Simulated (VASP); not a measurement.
# TiSe (P6_3/mmc) in VASP: relaxation of the atoms with r2SCAN

Aim: the relaxation of the atoms of TiSe with r2SCAN.

Program: VASP 6.6.1. These are calculated values, not measurements. Logs are shortened: lines on timing, memory, paths and dates and some standing lists are left out, and cuts for length are marked.

## 1. The cell of the first run

The structure is hexagonal, space group P6_3/mmc (No. 194). The conventional cell has a = 3.437 Å, b = 3.437 Å, c = 6.723 Å, α = 90.00°, β = 90.00°, γ = 120.00°. Within 3.5 Å of Ti (site symmetry -3m) lie 6 Se at 2.60 Å and 8 Ti at 3.36 to 3.44 Å. Se (site symmetry -6m2) has 6 Ti at 2.60 Å and 6 Se at 3.44 Å within 3.5 Å.

## 2. Relaxation of the atoms, r2SCAN

Contents of POSCAR:

```
TiSe
1.0
    3.4365958000      0.0000000000      0.0000000000
   -1.7182979000      2.9761792700      0.0000000000
    0.0000000000      0.0000000000      6.7233917000
Ti Se
2 2
Direct
    0.0000000000      0.0000000000      0.0000000000
    0.0000000000      0.0000000000      0.5000000000
    0.3333333300      0.6666666700      0.2500000000
    0.6666666700      0.3333333300      0.7500000000
```

Contents of INCAR.step1:

```
SYSTEM = TiSe
PREC     = Accurate       ! precision mode
ENCUT    = 520            ! plane-wave cutoff, eV
ISMEAR   = -1             ! smearing method
SIGMA    = 0.1            ! smearing width, eV
LREAL    = .False.        ! projectors in reciprocal space
LASPH    = .True.         ! aspherical terms in the spheres
NELM     = 100            ! most SCF steps
GGA      = PE             ! functional
ALGO     = Normal         ! electronic algorithm
EDIFF    = 1E-4           ! SCF threshold, eV
LWAVE    = .True.         ! write WAVECAR
LCHARG   = .False.        ! write CHGCAR
```

Contents of INCAR.step2:

```
SYSTEM = TiSe
PREC     = Accurate       ! precision mode
ENCUT    = 520            ! plane-wave cutoff, eV
EDIFF    = 1E-6           ! SCF threshold, eV
ISMEAR   = -1             ! smearing method
SIGMA    = 0.1            ! smearing width, eV
LREAL    = .False.        ! projectors in reciprocal space
LASPH    = .True.         ! aspherical terms in the spheres
NELM     = 100            ! most SCF steps
ALGO     = Normal         ! electronic algorithm
ISIF     = 2              ! what is computed and relaxed
LWAVE    = .False.        ! write WAVECAR
LCHARG   = .False.        ! write CHGCAR
METAGGA  = R2SCAN         ! meta-GGA
LMIXTAU  = .True.       
IBRION   = 2              ! ionic algorithm
NSW      = 50             ! ionic steps
EDIFFG   = -0.01          ! ionic threshold
ISTART   = 1
```

Contents of KPOINTS:

```
Automatic mesh
0
Gamma
  11 11 5
  0 0 0
```

Potentials or basis: VASP PAW PBE potentials, release 64 (Ti_sv, Se).

The run is started by

```bash
$ cat potpaw_PBE.64/Ti_sv/POTCAR potpaw_PBE.64/Se/POTCAR > POTCAR
$ cp INCAR.step1 INCAR
$ mpirun -np 1 vasp_std > vasp.out
$ cp INCAR.step2 INCAR
$ mpirun -np 1 vasp_std > vasp.out
```

OUTCAR:

```text
SYSTEM = TiSe
   PREC = Accurate
   ENCUT = 520
   EDIFF = 1E-6
   ISMEAR = -1
   LREAL = .False.
   LASPH = .True.
   NELM = 100
   ISIF = 2
   METAGGA = R2SCAN
   IBRION = 2
   NSW = 50
   EDIFFG = -0.01
   ISTART = 1

 ion  position               nearest neighbor table
   1  0.000  0.000  0.000-   3 2.60   4 2.60   4 2.60   3 2.60   4 2.60   3 2.60
   2  0.000  0.000  0.500-   3 2.60   4 2.60   4 2.60   3 2.60   4 2.60   3 2.60
   3  0.333  0.667  0.250-   1 2.60   2 2.60   1 2.60   2 2.60   1 2.60   2 2.60
   4  0.667  0.333  0.750-   1 2.60   2 2.60   1 2.60   2 2.60   1 2.60   2 2.60

  LATTYP: Found a hexagonal cell.
 ALAT       =     3.4365958000
 C/A-ratio  =     1.9564103815

  Lattice vectors:

 A1 = (   3.4365958000,   0.0000000000,   0.0000000000)
 A2 = (  -1.7182979000,   2.9761792700,   0.0000000000)
 A3 = (   0.0000000000,   0.0000000000,   6.7233917000)

Analysis of symmetry for initial positions (statically):
=====================================================================
 Subroutine PRICEL returns:
 Original cell was already a primitive cell.

 Routine SETGRP: Setting up the symmetry group for a
 hexagonal supercell.

 Subroutine GETGRP returns: Found 24 space group operations
 (whereof 12 operations were pure point group operations)
 out of a pool of 24 trial point group operations.

The static configuration has the point symmetry D_3d.
 The point group associated with its full space group is D_6h.

Analysis of symmetry for dynamics (positions and initial velocities):
=====================================================================
 Subroutine PRICEL returns:
 Original cell was already a primitive cell.

 Routine SETGRP: Setting up the symmetry group for a
 hexagonal supercell.

 Subroutine GETGRP returns: Found 24 space group operations
 (whereof 12 operations were pure point group operations)
 out of a pool of 24 trial point group operations.

The dynamic configuration has the point symmetry D_3d.
 The point group associated with its full space group is D_6h.

 Subroutine INISYM returns: Found 24 space group operations
 (whereof 12 operations are pure point group operations),
 and found     1 'primitive' translations

----------------------------------------------------------------------------------------

                                     Primitive cell

  volume of cell :      68.7663

  direct lattice vectors                    reciprocal lattice vectors
     3.436595800  0.000000000  0.000000000     0.290985632  0.168000633  0.000000000
    -1.718297900  2.976179270  0.000000000     0.000000000  0.336001265  0.000000000
     0.000000000  0.000000000  6.723391700     0.000000000  0.000000000  0.148734455

  length of vectors
     3.436595800  3.436595804  6.723391700     0.336001266  0.336001265  0.148734455

  position of ions in fractional coordinates (direct lattice)
     0.000000000  0.000000000  0.000000000
     0.000000000  0.000000000  0.500000000
     0.333333330  0.666666670  0.250000000
     0.666666670  0.333333330  0.750000000

  ion indices of the primitive-cell ions
   primitive index   ion index
                 1           1
                 2           2
                 3           3
                 4           4

----------------------------------------------------------------------------------------

 KPOINTS: Automatic mesh

Automatic generation of k-mesh.
 Grid dimensions read from file:
 generate k-points for:   11   11    5

 Generating k-lattice:

  Cartesian coordinates                     Fractional coordinates (reciprocal lattice)
     0.026453239  0.015272785  0.000000000     0.090909091  0.000000000  0.000000000
     0.000000000  0.030545570  0.000000000     0.000000000  0.090909091  0.000000000
     0.000000000  0.000000000  0.029746891     0.000000000  0.000000000  0.200000000

  Length of vectors
     0.030545570  0.030545570  0.029746891

  Shift w.r.t. Gamma in fractional coordinates (k-lattice)
     0.000000000  0.000000000  0.000000000

 Subroutine IBZKPT returns following result:
 ===========================================

 Found     48 irreducible k-points:

 Following reciprocal coordinates:
            Coordinates               Weight
  0.000000  0.000000  0.000000      1.000000
  0.090909  0.000000  0.000000      6.000000
  0.181818  0.000000  0.000000      6.000000
  0.272727  0.000000  0.000000      6.000000
  0.363636  0.000000  0.000000      6.000000
  0.454545  0.000000  0.000000      6.000000
[... 16 lines left out ...]
  0.090909  0.090909  0.200000     12.000000
  0.181818  0.090909  0.200000     24.000000
 [... further k-points ...]
   k-points           NKPTS =     48   k-points in BZ     NKDIM =     48   number of bands    NBANDS=     22
   number of dos      NEDOS =    301   number of ions     NIONS =      4
   total plane-waves  NPLWV =  39200
   dimension x,y,z NGX =    28 NGY =   28 NGZ =   50
   dimension x,y,z NGXF=    56 NGYF=   56 NGZF=  100
   ions per type =               2   2
   NGX,Y,Z   is equivalent  to a cutoff of  13.55, 13.55, 12.36 a.u.
   NGXF,Y,Z  is equivalent  to a cutoff of  27.09, 27.09, 24.73 a.u.
 SYSTEM =  TiSe
   PREC   = accura    normal or accurate (medium, high low for compatibility)
   ISTART =      1    job   : 0-new  1-cont  2-samecut
   ICHARG =      0    charge: 1-file 2-atom 10-const
   ISPIN  =      1    spin polarized calculation?
   LNONCOLLINEAR =      F non collinear calculations
   LSORBIT =      F    spin-orbit coupling
   LASPH  =      T    aspherical Exc in radial PAW
   ENCUT  =  520.0 eV  38.22 Ry    6.18 a.u.   6.39  6.39 12.50*2*pi/ulx,y,z
   NELM   =    100;   NELMIN=  2; NELMDL=  0     # of ELM steps
   EDIFF  = 0.1E-05   stopping-criterion for ELM
   LREAL  =      F    real-space projection
   EDIFFG = -.1E-01   stopping-criterion for IOM
   NSW    =     50    number of steps for IOM
   IBRION =      2    ionic relax: 0-MD 1-quasi-New 2-CG
   NFREE  =      1    steps in history (QN), initial steepest desc. (CG)
   ISIF   =      2    stress and relaxation
   ISYM   =      2    0-nonsym 1-usesym 2-fastsym
   POTIM  = 0.5000    time-step for ionic-motion
   TEBEG  =    0.0;   TEEND  =   0.0 temperature during run
   PSTRESS=    0.0 pullay stress
   NELECT =      36.0000    total number of electrons
   NUPDOWN=      -1.0000    fix difference up-down
   EMIN   =  10.00;   EMAX   =-10.00  energy-range for DOS
   EFERMI =   0.00;   METHOD = LEGACY
   ISMEAR =    -1;   SIGMA  =   0.10  broadening in eV -4-tet -1-fermi 0-gaus
   EFERMI_NEDOS =   21; number of points for ismear=-14 and -15
   IALGO  =     38    algorithm
   IMIX   =      4    mixing-type and parameters
     AMIX     =   0.40;   BMIX     =  1.00
     AMIX_MAG =   1.60;   BMIX_MAG =  1.00
  volume/ion in A,a.u.               =      17.19       116.01
  Fermi-wavevector in a.u.,A,eV,Ry     =   1.319422  2.493346 23.686030  1.740874
  Thomas-Fermi vector in A             =   2.449321
   LORBIT       =      0    0 simple, 1 ext, 2 COOP (PROOUT), +10 PAW based schemes
   METAGGA = R2SCAN    functional components
   LHFCALC =     F    Hartree Fock is set to
   AEXX    =    0.0000 exact exchange contribution
   IVDW    =     0    specifies the selected vdW correction
   LEPSILON=     F    determine dielectric tensor
   LRPA    =     F    only Hartree local field effects (RPA)
 conjugate gradient relaxation of ions
 non-spin polarized calculation
  energy-cutoff  :      520.00
  volume of cell :       68.77
 maximum number of plane-waves:      1869
 NGX is ok and might be reduce to    28
   NGX = 13   NGY = 13   NGZ = 25

 number of electron      35.9999997 magnetization

 Free energy of the ion-electron system (eV)
  ---------------------------------------------------
  ext. energy  EPLUGINS =         0.00000000
  ---------------------------------------------------
  free energy    TOTEN  =       -59.44557616 eV

  energy without entropy =      -59.35865782  energy(sigma->0) =      -59.40211699

 E-fermi :   8.7165     XC(G=0): -11.9812

 val. band max:        8.7051736208   @ k =   0.0909   0.0909   0.2000
 cond. band min:       8.7270372795   @ k =   0.1818   0.1818   0.2000
 fundamental gap:      0.0218636588
 Fermi energy:         8.7165225512

 k-point     1 :       0.0000    0.0000    0.0000
  band No.  band energies     occupation
      1     -51.1421      2.00000
      2     -51.1338      2.00000
      3     -26.5030      2.00000
      4     -26.3781      2.00000
      5     -26.3363      2.00000
      6     -26.3363      2.00000
[... 14 lines left out ...]
     21       8.6635      1.25926
     22       9.8162      0.00003

 k-point     2 :       0.0909    0.0000    0.0000
  band No.  band energies     occupation
      1     -51.1412      2.00000
      2     -51.1329      2.00000
      3     -26.5001      2.00000
      4     -26.3766      2.00000
      5     -26.3467      2.00000
      6     -26.3386      2.00000
[... 14 lines left out ...]
     21       9.0816      0.05062
     22       9.7920      0.00004

 k-point     3 :       0.1818    0.0000    0.0000
  band No.  band energies     occupation
      1     -51.1387      2.00000
      2     -51.1305      2.00000
      3     -26.4924      2.00000
      4     -26.3744      2.00000
      5     -26.3725      2.00000
      6     -26.3595      2.00000
[... 14 lines left out ...]
     21       9.6754      0.00014
     22       9.7383      0.00007
[... 476 lines left out ...]
 k-point    23 :       0.0909    0.0909    0.2000
  band No.  band energies     occupation
      1     -51.1387      2.00000
      2     -51.1320      2.00000
      3     -26.4834      2.00000
      4     -26.3857      2.00000
      5     -26.3636      2.00000
      6     -26.3525      2.00000
[... 14 lines left out ...]
     21       9.3954      0.00225
     22       9.9774      0.00001

 k-point    24 :       0.1818    0.0909    0.2000
  band No.  band energies     occupation
      1     -51.1358      2.00000
      2     -51.1293      2.00000
      3     -26.4750      2.00000
      4     -26.3942      2.00000
      5     -26.3808      2.00000
      6     -26.3792      2.00000
[... 14 lines left out ...]
     21       9.7356      0.00008
     22      10.1326      0.00000

 [... further k-points ...]
[... 5 lines left out ...]
  --------------------------------------------------------------------------------------
  -------------------------------------------------------------------------------------
  Total        0.1194543      0.1194543      0.2523540      0.0000000      0.0000000      0.0000000
  in kB        2.7831493      2.7831493      5.8795600      0.0000000      0.0000000      0.0000000
  external PRESSURE =       3.8152862 kB  Pullay stress =       0.0000000 kB

 VOLUME and BASIS-vectors are now :
 -----------------------------------------------------------------------------
  energy-cutoff  :      520.00
  volume of cell :       68.77
      direct lattice vectors                 reciprocal lattice vectors
     3.436595800  0.000000000  0.000000000     0.290985632  0.168000633  0.000000000
    -1.718297900  2.976179270  0.000000000     0.000000000  0.336001265  0.000000000
     0.000000000  0.000000000  6.723391700     0.000000000  0.000000000  0.148734455

 POSITION                                       TOTAL-FORCE (eV/Angst)
 -----------------------------------------------------------------------------------
      0.00000      0.00000      0.00000        -0.000000      0.000000     -0.000000
      0.00000      0.00000      3.36170        -0.000000      0.000000     -0.000000
     -0.00000      1.98412      1.68085         0.000000      0.000000     -0.000000
      1.71830      0.99206      5.04254        -0.000000     -0.000000      0.000000
 -----------------------------------------------------------------------------------
    total drift:                               -0.000000      0.000000      0.000000

  FREE ENERGIE OF THE ION-ELECTRON SYSTEM (eV)
  ---------------------------------------------------
  free  energy   TOTEN  =       -59.4455761576 eV

  energy  without entropy=      -59.3586578195  energy(sigma->0) =      -59.40211699

 reached required accuracy - stopping structural energy minimisation
```

It took 12 min on 1 thread of Oxide Virtual Turin-like, shared host; peak memory 0.21 GiB.

Results:

```yaml
Free_energy: -59.4456 eV
Pressure_after_relaxing: 0.4 GPa
Band_gap_on_the_k_mesh: zero (bands 18 and 19 overlap by 0.42 eV)
```

Stress tensor (GPa, compression positive):
```
0.28 0.00 0.00
0.00 0.28 0.00
0.00 0.00 0.59
```

Final structure:
```
Ti Se
1.0
     3.43660    0.00000    0.00000
    -1.71830    2.97618    0.00000
     0.00000    0.00000    6.72339
Ti Se
2 2
Direct
  0.00000 0.00000 0.00000
  0.00000 0.00000 0.50000
  0.33333 0.66667 0.25000
  0.66667 0.33333 0.75000
```

Levels at points of the mesh, in eV from the Fermi level:
| k point | band 16 | band 17 | band 18 | band 19 | band 20 | band 21 |
| --- | --- | --- | --- | --- | --- | --- |
| (0.00, 0.00, 0.00) | -1.35 | -1.35 | -0.22 | -0.22 | -0.05 | -0.05 |

Caveat: the relaxation stopped at its first step, so nothing moved; the PAW data sets were made with another functional, which shifts forces and pressure a little.
